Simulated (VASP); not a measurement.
# Tl2S (lda) (P-3m1) in VASP: further runs

The runs below take Tl2S (lda) through single point, relaxation of cell and atoms, with LDA.

The COD entry that gives the cell may itself be a prediction, so a difference from it is no test against experiment.

Everything below comes from runs of VASP 6.6.1. Logs are shortened: lines on timing, memory, paths and dates and some standing lists are left out, and cuts for length are marked.

**1. The cell of the first run**

The structure is trigonal, space group P-3m1 (No. 164). Conventional cell: a = 4.144 Å, b = 4.144 Å, c = 5.506 Å, α = 90.00°, β = 90.00°, γ = 120.00°. Tl (site symmetry 3m) has 3 S at 2.86 Å and 3 Tl at 3.36 Å within 3.8 Å. S (site symmetry -3m) has 6 Tl at 2.86 Å within 3.8 Å.

**2. Single point, LDA**

The input, INCAR:

```
SYSTEM = Tl2S
ALGO = Normal ; EDIFF = 1E-6
ENCUT = 520 ; GGA = CA
ISIF = 2 ; ISMEAR = 0
LASPH = .TRUE. ; LCHARG = .TRUE.
LELF = .TRUE. ; LREAL = .FALSE.
LVHAR = .TRUE. ; LWAVE = .FALSE.
NBANDS = 23 ; NELM = 100
PREC = Accurate ; SIGMA = 0.1
```

The input, KPOINTS:

```
k-points
0
G
  12 12 8
  0 0 0
```

The input, POSCAR:

```
Tl2S
1.0
    4.1443228929      0.0000000000      0.0000000000
   -2.0721614464      3.5890889067      0.0000000000
    0.0000000000      0.0000000000      5.5064489802
Tl S
2 1
Direct
    0.3333333333      0.6666666667      0.7141429271
    0.6666666667      0.3333333333      0.2858570729
    0.0000000000      0.0000000000      0.0000000000
```

Potentials or basis: VASP PAW LDA potentials, release 64 (Tl_d, S).

Command:

```console
$ cat potpaw_LDA.64/Tl_d/POTCAR potpaw_LDA.64/S/POTCAR > POTCAR
$ mpirun -np 1 vasp_std > vasp.out
```

OUTCAR:

```text
SYSTEM = Tl2S
   EDIFF = 1E-6
   ENCUT = 520
   GGA = CA
   ISIF = 2
   ISMEAR = 0
   LASPH = .TRUE.
   LREAL = .FALSE.
   NELM = 100
   PREC = Accurate

 ion  position               nearest neighbor table
   1  0.333  0.667  0.714-   3 2.86   3 2.86   3 2.86   2 3.36   2 3.36   2 3.36   2 3.95   2 3.95
                             2 3.95
   2  0.667  0.333  0.286-   3 2.86   3 2.86   3 2.86   1 3.36   1 3.36   1 3.36   1 3.95   1 3.95
                             1 3.95
   3  0.000  0.000  0.000-   1 2.86   2 2.86   1 2.86   2 2.86   2 2.86   1 2.86

  LATTYP: Found a hexagonal cell.
 ALAT       =     4.1443228929
 C/A-ratio  =     1.3286727706

  Lattice vectors:

 A1 = (   4.1443228929,   0.0000000000,   0.0000000000)
 A2 = (  -2.0721614464,   3.5890889067,   0.0000000000)
 A3 = (   0.0000000000,   0.0000000000,   5.5064489802)

Analysis of symmetry for initial positions (statically):
=====================================================================
 Subroutine PRICEL returns:
 Original cell was already a primitive cell.

 Routine SETGRP: Setting up the symmetry group for a
 hexagonal supercell.

 Subroutine GETGRP returns: Found 12 space group operations
 (whereof 12 operations were pure point group operations)
 out of a pool of 24 trial point group operations.

The static configuration has the point symmetry D_3d.

Analysis of symmetry for dynamics (positions and initial velocities):
=====================================================================
 Subroutine PRICEL returns:
 Original cell was already a primitive cell.

 Routine SETGRP: Setting up the symmetry group for a
 hexagonal supercell.

 Subroutine GETGRP returns: Found 12 space group operations
 (whereof 12 operations were pure point group operations)
 out of a pool of 24 trial point group operations.

The dynamic configuration has the point symmetry D_3d.

 Subroutine INISYM returns: Found 12 space group operations
 (whereof 12 operations are pure point group operations),
 and found     1 'primitive' translations

----------------------------------------------------------------------------------------

                                     Primitive cell

  volume of cell :      81.9048

  direct lattice vectors                    reciprocal lattice vectors
     4.144322893  0.000000000  0.000000000     0.241293940  0.139311121  0.000000000
    -2.072161446  3.589088907  0.000000000     0.000000000  0.278622243  0.000000000
     0.000000000  0.000000000  5.506448980     0.000000000  0.000000000  0.181605242

  length of vectors
     4.144322893  4.144322893  5.506448980     0.278622243  0.278622243  0.181605242

  position of ions in fractional coordinates (direct lattice)
     0.333333333  0.666666667  0.714142927
     0.666666667  0.333333333  0.285857073
     0.000000000  0.000000000  0.000000000

  ion indices of the primitive-cell ions
   primitive index   ion index
                 1           1
                 2           2
                 3           3

----------------------------------------------------------------------------------------

 KPOINTS: k-points

Automatic generation of k-mesh.
 Grid dimensions read from file:
 generate k-points for:   12   12    8

 Generating k-lattice:

  Cartesian coordinates                     Fractional coordinates (reciprocal lattice)
     0.020107828  0.011609260  0.000000000     0.083333333  0.000000000  0.000000000
     0.000000000  0.023218520  0.000000000     0.000000000  0.083333333  0.000000000
     0.000000000  0.000000000  0.022700655     0.000000000  0.000000000  0.125000000

  Length of vectors
     0.023218520  0.023218520  0.022700655

  Shift w.r.t. Gamma in fractional coordinates (k-lattice)
     0.000000000  0.000000000  0.000000000

 Subroutine IBZKPT returns following result:
 ===========================================

 Found    131 irreducible k-points:

 Following reciprocal coordinates:
            Coordinates               Weight
  0.000000  0.000000  0.000000      1.000000
  0.083333 -0.000000  0.000000      6.000000
  0.166667  0.000000  0.000000      6.000000
  0.250000  0.000000  0.000000      6.000000
  0.333333  0.000000  0.000000      6.000000
  0.416667 -0.000000  0.000000      6.000000
[... 16 lines left out ...]
  0.166667  0.000000  0.125000      6.000000
  0.000000  0.166667  0.125000      6.000000
 [... further k-points ...]
   k-points           NKPTS =    131   k-points in BZ     NKDIM =    131   number of bands    NBANDS=     23
   number of dos      NEDOS =    301   number of ions     NIONS =      3
   total plane-waves  NPLWV =  43008
   dimension x,y,z NGX =    32 NGY =   32 NGZ =   42
   dimension x,y,z NGXF=    64 NGYF=   64 NGZF=   84
   ions per type =               2   1
   NGX,Y,Z   is equivalent  to a cutoff of  12.84, 12.84, 12.68 a.u.
   NGXF,Y,Z  is equivalent  to a cutoff of  25.67, 25.67, 25.36 a.u.
 SYSTEM =  Tl2S
[... 74 lines left out ...]
     22      12.4166      0.00000
     23      13.8530      0.00000

 k-point     2 :       0.0833   -0.0000    0.0000
  band No.  band energies     occupation
      1      -7.8762      2.00000
      2      -6.1311      2.00000
      3      -6.1310      2.00000
      4      -6.0900      2.00000
      5      -6.0006      2.00000
      6      -5.9848      2.00000
[... 15 lines left out ...]
     22      12.4406      0.00000
     23      13.1736      0.00000

 k-point     3 :       0.1667    0.0000    0.0000
  band No.  band energies     occupation
      1      -7.8117      2.00000
      2      -6.1442      2.00000
      3      -6.1291      2.00000
      4      -6.0724      2.00000
      5      -6.0028      2.00000
      6      -5.9544      2.00000
[... 15 lines left out ...]
     22      12.0073      0.00000
     23      12.5114      0.00000

 k-point     4 :       0.2500    0.0000    0.0000
  band No.  band energies     occupation
      1      -7.7371      2.00000
      2      -6.1632      2.00000
      3      -6.0966      2.00000
      4      -6.0738      2.00000
      5      -5.9756      2.00000
      6      -5.9146      2.00000
[... 15 lines left out ...]
     22      11.1386      0.00000
     23      12.0043      0.00000

 k-point     5 :       0.3333    0.0000    0.0000
  band No.  band energies     occupation
      1      -7.6811      2.00000
      2      -6.1830      2.00000
      3      -6.0900      2.00000
      4      -6.0455      2.00000
      5      -5.9270      2.00000
      6      -5.8838      2.00000
[... 15 lines left out ...]
     22      10.9855      0.00000
     23      11.5915      0.00000

 k-point     6 :       0.4167   -0.0000    0.0000
  band No.  band energies     occupation
      1      -7.6527      2.00000
      2      -6.1977      2.00000
      3      -6.1021      2.00000
      4      -6.0213      2.00000
      5      -5.8821      2.00000
      6      -5.8713      2.00000
[... 15 lines left out ...]
     22      11.2624      0.00000
     23      11.7287      0.00000

 k-point     7 :       0.5000    0.0000    0.0000
  band No.  band energies     occupation
      1      -7.6449      2.00000
      2      -6.2030      2.00000
      3      -6.1066      2.00000
      4      -6.0176      2.00000
      5      -5.8641      2.00000
      6      -5.8623      2.00000
[... 353 lines left out ...]
     22      12.2812      0.00000
     23      13.1124      0.00000

 k-point    21 :       0.0833   -0.0000    0.1250
  band No.  band energies     occupation
      1      -7.8630      2.00000
      2      -6.1470      2.00000
      3      -6.1272      2.00000
      4      -6.0802      2.00000
      5      -5.9931      2.00000
      6      -5.9830      2.00000
[... 15 lines left out ...]
     22      12.6711      0.00000
     23      12.9435      0.00000

 k-point    22 :       0.0000    0.0833    0.1250
  band No.  band energies     occupation
      1      -7.8614      2.00000
      2      -6.1562      2.00000
      3      -6.1269      2.00000
      4      -6.0820      2.00000
      5      -5.9974      2.00000
      6      -5.9751      2.00000
[... 15 lines left out ...]
     22      12.5155      0.00000
     23      12.6451      0.00000

 k-point    23 :       0.1667    0.0000    0.1250
  band No.  band energies     occupation
      1      -7.8096      2.00000
      2      -6.1236      2.00000
      3      -6.1143      2.00000
      4      -6.0531      2.00000
      5      -6.0064      2.00000
      6      -5.9582      2.00000
[... 15 lines left out ...]
     22      12.3922      0.00000
     23      13.1152      0.00000

 k-point    24 :       0.0000    0.1667    0.1250
  band No.  band energies     occupation
      1      -7.7984      2.00000
      2      -6.1699      2.00000
      3      -6.1279      2.00000
      4      -6.0689      2.00000
      5      -5.9944      2.00000
      6      -5.9449      2.00000
[... 15 lines left out ...]
     22      11.6017      0.00000
     23      12.4066      0.00000

 [... further k-points ...]

------------------------ aborting loop because EDIFF is reached ----------------------------------------

  FORCE on cell =-STRESS in cart. coord.  units (eV):
  Direction    XX          YY          ZZ          XY          YZ          ZX
  --------------------------------------------------------------------------------------
  -------------------------------------------------------------------------------------
  Total        0.0023437      0.0023437      0.0127030      0.0000000     -0.0000000      0.0000000
  in kB        0.0458457      0.0458457      0.2484899      0.0000000     -0.0000000      0.0000000
  external PRESSURE =       0.1133938 kB  Pullay stress =       0.0000000 kB

 VOLUME and BASIS-vectors are now :
 -----------------------------------------------------------------------------
  energy-cutoff  :      520.00
  volume of cell :       81.90
      direct lattice vectors                 reciprocal lattice vectors
     4.144322893  0.000000000  0.000000000     0.241293940  0.139311121  0.000000000
    -2.072161446  3.589088907  0.000000000     0.000000000  0.278622243  0.000000000
     0.000000000  0.000000000  5.506448980     0.000000000  0.000000000  0.181605242

 POSITION                                       TOTAL-FORCE (eV/Angst)
 -----------------------------------------------------------------------------------
     -0.00000      2.39273      3.93239        -0.000000      0.000000     -0.015477
      2.07216      1.19636      1.57406         0.000000     -0.000000      0.015477
      0.00000      0.00000      0.00000         0.000000      0.000000      0.000000
 -----------------------------------------------------------------------------------
    total drift:                                0.000000      0.000000      0.000000

  FREE ENERGIE OF THE ION-ELECTRON SYSTEM (eV)
  ---------------------------------------------------
  free  energy   TOTEN  =       -11.3797564246 eV

  energy  without entropy=      -11.3774685591  energy(sigma->0) =      -11.37861249
```

Run time: 2.9 min. Hardware: 1 thread of Intel Xeon Platinum 8259CL at 2.50GHz (Skylake/Cascade Lake), shared host; peak memory 0.32 GiB.

What came out:

- Free energy: -11.3798 eV
- Pressure: 0.0 GPa
- Largest force: 0.015 eV/Å
- Band gap on the k mesh: zero (band 16 reaches 6.04 eV, above the bottom of band 17 at 5.24 eV)

Forces in eV/Å, atoms in the order of the input:
```
Tl   0.000  0.000 -0.015
Tl   0.000  0.000  0.015
S    0.000  0.000  0.000
```

Levels at points of the mesh, in eV from the Fermi level:
```
           k point  band 12  band 13  band 14  band 15  band 16  band 17  band 18  band 19  band 20  band 21
(0.00, 0.00, 0.00)    -6.92    -5.91    -2.02    -2.02     0.56     0.86     3.04     3.04     6.82     6.94
(0.50, 0.00, 0.00)    -7.48    -4.65    -3.28    -3.01    -2.03    -0.23     3.50     3.84     4.09     4.79
(0.00, 0.00, 0.50)    -8.39    -3.62    -2.08    -2.08    -1.45     3.91     4.11     4.11     4.13     5.07
(0.50, 0.00, 0.50)    -6.79    -5.92    -4.44    -2.68    -0.57     0.22     2.08     3.19     4.94     6.47
```

Caveat: spin-orbit coupling is left out, which moves the levels of the heavy elements.

**3. Relaxation of cell and atoms, LDA**

This run uses another cell than the first one, of 28.71 Å³/atom, 1.052 times its volume.

The input, INCAR:

```
PREC = Accurate ; ENCUT = 600
EDIFF = 1E-6 ; ISMEAR = 0
SIGMA = 0.1 ; LREAL = False
LASPH = True ; NELM = 100
ALGO = Normal ; ISIF = 3
LWAVE = False ; LCHARG = False
GGA = CA ; IBRION = 2
NSW = 100 ; EDIFFG = -0.002
```

The input, KPOINTS:

```
regular mesh
0
Gamma
  12 12 8
```

The input, POSCAR:

```
Tl2S
1.0
    4.0500000000      0.0000000000      0.0000000000
   -2.0250000000      3.5074028853      0.0000000000
    0.0000000000      0.0000000000      6.0633333333
Tl S
2 1
Direct
    0.3333333333      0.6666666667      0.7258000000
    0.6666666667      0.3333333333      0.2742000000
    0.0000000000      0.0000000000      0.0000000000
```

Potentials or basis: VASP PAW LDA potentials, release 64 (Tl_d, S).

Command:

```console
$ cat potpaw_LDA.64/Tl_d/POTCAR potpaw_LDA.64/S/POTCAR > POTCAR
$ mpirun -np 1 vasp_std > vasp.out
```

Wall time 44 min (1 thread of Intel Xeon Platinum 8259CL at 2.50GHz (Skylake/Cascade Lake), shared host); peak memory 0.39 GiB.

The run converged. Its results:

* Free energy: -11.3800 eV
* Relaxed volume: 27.32 Å³/atom
* Relaxed cell: a = 4.136 Å, b = 4.136 Å, c = 5.532 Å, α = 90.00°, β = 90.00°, γ = 120.00°
* Space group after relaxing (to 0.05 Å): P-3m1 (No. 164)
* Energy gained by relaxing: 10.2 meV/atom
* Ionic steps: 28
* Pressure after relaxing: 0.0 GPa
* Band gap on the k mesh: zero (band 16 reaches 6.05 eV, above the bottom of band 17 at 5.21 eV)

The path:
```
step  energy change (eV)  largest force (eV/Å)  pressure (GPa)  volume (Å³)
   1              0.0000                0.0053           -0.97        86.13
   2             -0.0087                0.1417           -0.07        83.98
   3             -0.0089                0.1695            0.13        83.58
   4             -0.0125                0.1537            0.15        83.25
   5             -0.0213                0.1020            0.21        82.23
   6             -0.0260                0.0238            0.54        80.16
   7             -0.0267                0.0166            0.46        80.74
   8             -0.0258                0.1261           -0.66        82.76
   9             -0.0283                0.0481           -0.06        81.64
  10             -0.0294                0.0255           -0.03        81.81
  11             -0.0303                0.0100            0.00        82.11
  12             -0.0303                0.0204           -0.04        82.20
  13             -0.0303                0.0181           -0.03        82.18
  14             -0.0304                0.0138            0.00        82.04
  15             -0.0305                0.0055            0.08        81.74
  16             -0.0305                0.0083            0.07        81.82
  17             -0.0305                0.0069            0.00        81.92
  18             -0.0305                0.0047            0.00        81.91
  19             -0.0305                0.0028           -0.01        81.91
  20             -0.0305                0.0018            0.03        81.86
  21             -0.0305                0.0025            0.02        81.89
  22             -0.0305                0.0040            0.01        81.90
  23             -0.0305                0.0053            0.03        81.90
  24             -0.0305                0.0054            0.02        81.90
  25             -0.0305                0.0041           -0.01        81.95
  26             -0.0305                0.0040           -0.01        81.96
  27             -0.0305                0.0037           -0.02        82.00
  28             -0.0306                0.0006            0.00        81.97
```

Final structure:
```xyz
3
Lattice="4.1362 0.0000 0.0000 -2.0681 3.5821 0.0000 0.0000 0.0000 5.5323" Properties=species:S:1:pos:R:3 pbc="T T T"
Tl    0.0000    2.3880    3.9496
Tl    2.0681    1.1940    1.5826
S     0.0000    0.0000    0.0000
```

Levels at points of the mesh, in eV from the Fermi level:
```csv
k point,band 14,band 15,band 16,band 17,band 18,band 19
"(0.00, 0.00, 0.00)",-1.99,-1.99,0.60,0.88,3.10,3.10
"(0.50, 0.00, 0.00)",-3.28,-2.97,-2.04,-0.25,3.51,3.84
"(0.00, 0.00, 0.50)",-2.05,-2.05,-1.47,3.92,4.15,4.16
"(0.50, 0.00, 0.50)",-4.43,-2.65,-0.56,0.25,2.11,3.18
```

Caveat: spin-orbit coupling is left out, which moves the levels of the heavy elements.

**4. Single point, LDA**

This run uses another cell than the first one, of 28.71 Å³/atom, 1.052 times its volume.

The input, INCAR:

```
  PREC = Accurate
  ENCUT = 520
  EDIFF = 1E-6
  ISMEAR = 0
  SIGMA = 0.1
  LREAL = False
  LASPH = True
  NELM = 100
  ALGO = Normal
  ISIF = 2
  LWAVE = False
  LCHARG = True
  LELF = True
  LVHAR = True
  NBANDS = 23
```

The input, KPOINTS:

```
Automatic mesh
0
Gamma
  6 6 4
```

POSCAR is that of step 3.

Command:

```console
$ cat potpaw_LDA.64/Tl_d/POTCAR potpaw_LDA.64/S/POTCAR > POTCAR
$ mpirun -np 1 vasp_std > vasp.out
```

It took 65 s on 1 thread of Intel Xeon Platinum 8259CL at 2.50GHz (Skylake/Cascade Lake), shared host; peak memory 0.18 GiB.

The run converged. Its results:

```
Free energy            : -11.3549 eV
Pressure               : -1.0 GPa
Largest force          : 0.030 eV/Å
Band gap on the k mesh : zero (band 16 reaches 5.57 eV, above the bottom of band 17 at 4.57 eV)
```

Forces in eV/Å, atoms in the order of the input:
```
Tl   0.000  0.000  0.030
Tl   0.000  0.000 -0.030
S    0.000  0.000  0.000
```

Stress tensor (GPa, compression positive):
```
-0.71  0.00  0.00
 0.00 -0.71  0.00
 0.00  0.00 -1.54
```

Levels at points of the mesh, in eV from the Fermi level:
```csv
k point,band 12,band 13,band 14,band 15,band 16,band 17,band 18,band 19,band 20,band 21
"(0.00, 0.00, 0.00)",-6.41,-6.25,-1.55,-1.55,0.81,0.84,4.00,4.00,7.23,7.23
"(0.50, 0.00, 0.00)",-6.91,-4.43,-3.22,-2.44,-1.85,-0.19,3.51,3.69,4.69,4.69
"(0.00, 0.00, 0.50)",-7.91,-3.80,-1.59,-1.59,-1.53,3.69,4.19,4.70,4.70,5.91
"(0.50, 0.00, 0.50)",-6.49,-5.38,-3.98,-2.27,-0.45,0.53,2.85,2.92,3.90,6.70
```

Caveat: spin-orbit coupling is left out, which moves the levels of the heavy elements.

**5. Overview**

| task | cell | k mesh | cutoff (eV) | gap on the mesh (eV) | pressure (GPa) | largest force (eV/Å) |
| --- | --- | --- | --- | --- | --- | --- |
| single point | a = 4.144, b = 4.144, c = 5.506 Å, angles 90.0, 90.0, 120.0°, 3 atoms | 12 × 12 × 8 | 520 | none | 0.0 | 0.02 |
| relaxation of cell and atoms | relaxed from a = 4.050, b = 4.050, c = 6.063 Å, angles 90.0, 90.0, 120.0°, 3 atoms | 12 × 12 × 8 | 600 | none | 0.0 | - |
| single point | a = 4.050, b = 4.050, c = 6.063 Å, angles 90.0, 90.0, 120.0°, 3 atoms | 6 × 6 × 4 | 520 | none | -1.0 | 0.03 |

Alike in all rows: level LDA; potentials or basis VASP PAW LDA potentials, release 64 (Tl_d, S); no spin polarisation; smearing gaussian 0.1 eV.

Caveats: spin-orbit coupling is left out, which moves the levels of the heavy elements.

Absolute energies hang on the potentials; compare differences alone.
